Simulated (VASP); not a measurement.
Wanted: the native input for a VASP 6.6.1 run.

```yaml
Task: single point
Functional: r2SCAN
Potentials_or_basis: VASP PAW PBE potentials, release 64 (Cd, F)
Cutoff: 520 eV
k_mesh: 8 × 8 × 8
Occupations: gaussian, width 0.05 eV
Spin: no spin polarisation
Dipole_correction: no
Further_INCAR_settings: ALGO = Normal; EDIFF = 1e-06; NBANDS = 20
```

The system is CdF2.

```
Cd F
1.0
     0.00000    2.69400    2.69400
     2.69400    0.00000    2.69400
     2.69400    2.69400    0.00000
Cd F
1 2
Cartesian
  0.0000 0.0750 0.0000
  1.3470 1.3470 1.3470
  4.0410 4.0410 4.0410
```

This cell differs from its parent crystal: all Cd atoms moved +0.075 Å, as atom 1 along Cartesian [0 1 0].

One way to write it, as run:

POSCAR

```
CdF2
1.0
    0.0000000000      2.6940000000      2.6940000000
    2.6940000000      0.0000000000      2.6940000000
    2.6940000000      2.6940000000      0.0000000000
Cd F
1 2
Direct
    0.0139198218     -0.0139198218      0.0139198218
    0.2500000000      0.2500000000      0.2500000000
    0.7500000000      0.7500000000      0.7500000000
```

INCAR.step1

```
  PREC = Accurate
  ENCUT = 520
  ISMEAR = 0
  SIGMA = 0.05
  LREAL = False
  LASPH = True
  NELM = 80
  NBANDS = 20
  GGA = PE
  ALGO = Normal
  EDIFF = 1E-4
  LWAVE = True
  LCHARG = False
```

INCAR.step2

```
  PREC = Accurate
  ENCUT = 520
  EDIFF = 1E-6
  ISMEAR = 0
  SIGMA = 0.05
  LREAL = False
  LASPH = True
  NELM = 80
  ALGO = Normal
  ISIF = 2
  LWAVE = False
  LCHARG = True
  METAGGA = R2SCAN
  LMIXTAU = True
  LELF = True
  LVHAR = True
  NBANDS = 20
  ISTART = 1
```

KPOINTS

```
regular mesh
0
Gamma
  8 8 8
```

Potentials or basis: VASP PAW PBE potentials, release 64 (Cd, F).

Launch:

```sh
$ cat potpaw_PBE.64/Cd/POTCAR potpaw_PBE.64/F/POTCAR > POTCAR
$ cp INCAR.step1 INCAR
$ mpirun -np 1 vasp_std > vasp.out
$ cp INCAR.step2 INCAR
$ mpirun -np 1 vasp_std > vasp.out
```

It gave:

* Pressure: 1.4 GPa
* Largest force: 0.444 eV/Å
* Band gap on the k mesh: 3.74 eV (least direct gap 4.25 eV)

Caveat: the cell differs from its parent crystal (all Cd atoms moved +0.075 Å, as atom 1 along Cartesian [0 1 0]); the PAW data sets were made with another functional, which shifts forces and pressure a little.

Wall time 62 s on 1 thread of Intel(R) Xeon(R) 6975P-C (Granite Rapids), on a shared host, peak memory 0.19 GiB.
